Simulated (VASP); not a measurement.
A run of VASP 6.6.1 is set up as follows.

File INCAR:

```
  PREC = Accurate
  ENCUT = 520
  EDIFF = 1E-6
  ISMEAR = 0
  SIGMA = 0.05
  LREAL = False
  LASPH = True
  NELM = 80
  ALGO = Normal
  ISIF = 2
  LWAVE = False
  LCHARG = False
  GGA = PS
  NBANDS = 15
```

File KPOINTS:

```
regular mesh
0
Gamma
  6 6 6
```

Contents of POSCAR:

```
KBr
1.0
    0.0000000000      3.0128882984      3.2748785852
    3.0128882984      0.0000000000      3.2748785852
    3.0128882984      3.0128882984      0.0000000000
K Br
1 1
Direct
    0.0000000000      0.0000000000      0.0000000000
    0.5000000000      0.5000000000      0.5000000000
```

Potentials or basis: VASP PAW PBE potentials, release 64 (K_sv, Br).

Command:

```console
$ cat potpaw_PBE.64/K_sv/POTCAR potpaw_PBE.64/Br/POTCAR > POTCAR
$ mpirun -np 1 vasp_std > vasp.out
```

(1) What does it give for the pressure?

(2) Estimate the band gap on the k mesh.

## Answers

(1) 4.6 GPa.

(2) 4.71 eV.

Caveat: the cell differs from its parent crystal (strain -0.080 along x and y, +0.000 along z); the cell stands under pressure; the PAW data sets were made with another functional, which shifts forces and pressure a little.
